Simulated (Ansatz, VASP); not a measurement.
# One calculation of In3GaP4, two programs

File INCAR:

```
ALGO = Normal
EDIFF = 1E-7
ENCUT = 520
GGA = PE
ISIF = 2
ISMEAR = 0
LASPH = True
LCHARG = False
LREAL = False
LWAVE = False
NBANDS = 46
NELM = 60
PREC = Accurate
SIGMA = 0.1
```

Contents of KPOINTS:

```
k-points
0
Gamma
  4 4 1
```

The input POSCAR:

```
In3GaP4
1.0
    4.1268332000      0.0000000000      0.0000000000
    0.0000000000      4.1268332000      0.0000000000
    0.0000000000      0.0000000000     11.7397807000
In Ga P
3 1 4
Direct
    0.0000000000      0.0000000000      0.7408590000
    0.5000000000      0.5000000000      0.0000000000
    0.0000000000      0.0000000000      0.2591410000
    0.5000000000      0.5000000000      0.5000000000
    0.5000000000      0.0000000000      0.8704020000
    0.0000000000      0.5000000000      0.1295980000
    0.5000000000      0.0000000000      0.3895500000
    0.0000000000      0.5000000000      0.6104500000
```

Input for Ansatz:

```yaml
crystal:
  lattice:
    - [4.1268332, 0.0, 0.0]
    - [0.0, 4.1268332, 0.0]
    - [0.0, 0.0, 11.7397807]
  atoms:
    - { symbol: In, position: [0.0, 0.0, 0.740859] }
    - { symbol: In, position: [0.5, 0.5, 0.0] }
    - { symbol: In, position: [0.0, 0.0, 0.259141] }
    - { symbol: Ga, position: [0.5, 0.5, 0.5] }
    - { symbol: P, position: [0.5, 0.0, 0.870402] }
    - { symbol: P, position: [0.0, 0.5, 0.129598] }
    - { symbol: P, position: [0.5, 0.0, 0.38955] }
    - { symbol: P, position: [0.0, 0.5, 0.61045] }
basis:
  ecutwfc: 420
kpoints:
  mp_grid: { grid: [4, 4, 1] }
hamiltonian:
  xc: pbe
scf:
  occupations: { method: gaussian, width: 0.1 }
  lower_state_search: "off"
output:
  forces: true
  stress: true
  eigenvalues: true
```

Alike in both runs: task single point; functional PBE; k mesh 4 × 4 × 1; occupations gaussian, width 0.1 eV; no spin polarisation.

|  | VASP | Ansatz |
| --- | --- | --- |
| version | VASP 6.6.1 | Ansatz 0.2.0 |
| potentials or method | VASP PAW PBE potentials, release 64 (In_d, Ga_d, P), cutoff 520 eV | scalar-relativistic, plane waves, PAW |
| valence electrons in the cell | 72 | 72 |

|  | VASP | Ansatz | Ansatz less VASP |
| --- | --- | --- | --- |
| gap on the k mesh at the Fermi level (eV) | 0.55 | 0.56 | +0.004 |
| least direct gap on the mesh (eV) | 0.55 | 0.56 | +0.004 |
| pressure (GPa) | -0.1 | 0.0 | +0.03 |
| traceless stress, the component that is largest in VASP (GPa) | -0.43 | -0.43 | +0.002 |
| rms of the force components (eV/Å) | 0.006 | 0.008 | +0.0012 |

Atom by atom the forces differ by 0.001 eV/Å (rms over components).

The k mesh is coarse, so the values compare programs but aren't converged.
